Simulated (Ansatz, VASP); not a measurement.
**SiO2 in VASP and in Ansatz**

```
Si O
1.0
     0.00000    2.22387    2.26417
     2.22387    0.00000    2.26417
     2.22387    2.22387    0.00000
Si O
1 2
Direct
  0.00000 0.00000 0.00000
  0.25000 0.25000 0.25000
  0.75000 0.75000 0.75000
```

Change from the starting cell: biaxial_xy strain -1.8%.

Alike in both runs: task single point; functional r2SCAN; k mesh 10 × 10 × 10; no spin polarisation.

```csv
,VASP,Ansatz
version,VASP 6.6.1,Ansatz 0.2.0
potentials or method,"VASP PAW PBE potentials, release 64 (Si, O)","plane waves, PAW"
plane-wave cutoff (eV),520,500
occupations,"gaussian, width 0.01 eV",fixed
valence electrons in the cell,16,16
```

Ansatz gave:

```
gap on the k mesh at the Fermi level (eV)                     : 2.56
pressure (GPa)                                                : 12.0
traceless stress, the component that is largest in VASP (GPa) : -14.43
```

Question: Which values does VASP return?

Answer: gap on the k mesh at the Fermi level (eV): 2.52; pressure (GPa): 12.6; traceless stress, the component that is largest in VASP (GPa): -14.42.

VASP's potentials were made for PBE, not for r2SCAN.
